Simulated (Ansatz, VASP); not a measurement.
NaH: VASP beside Ansatz

```xyz
6
Lattice="5.7277 0.0000 0.0000 -2.8638 4.9603 0.0000 0.0000 0.0000 3.2672" Properties=species:S:1:pos:R:3 pbc="T T T"
Na    0.0000    0.0000    0.0000
Na    0.0000    3.3069    1.6336
Na    2.8638    1.6534    1.6336
H     2.8638    0.0000    0.0000
H     1.4319    2.4802    0.0000
H    -1.4319    2.4802    0.0000
```

Change from the starting cell: species swapped into the TaN type (P6/mmm, No. 191).

Alike in both runs: functional PBE; k mesh 6 × 6 × 8; occupations gaussian, width 0.02 eV; no spin polarisation.

Ansatz relaxed the structure, and its values are those at the end. VASP's run is a single point on that final structure, the one shown.

```csv
,VASP,Ansatz
version,VASP 6.6.1,Ansatz 0.2.0
potentials or method,"VASP PAW PBE potentials, release 64 (Na_pv, H), cutoff 520 eV","scalar-relativistic, plane waves, PAW"
valence electrons in the cell,24,30
```

|  | VASP | Ansatz | Ansatz less VASP |
| --- | --- | --- | --- |
| gap on the k mesh at the Fermi level (eV) | 1.13 | 1.13 | +0.003 |
| least direct gap on the mesh (eV) | 1.28 | 1.28 | +0.004 |
| pressure (GPa) | 0.0 | 0.0 | +0.03 |

With one functional, cell and mesh, what is left measures potentials, basis and numerics. VASP's potentials hold 24 valence electrons a cell and Ansatz's 30, so a difference there can come from the potentials and not from the codes.
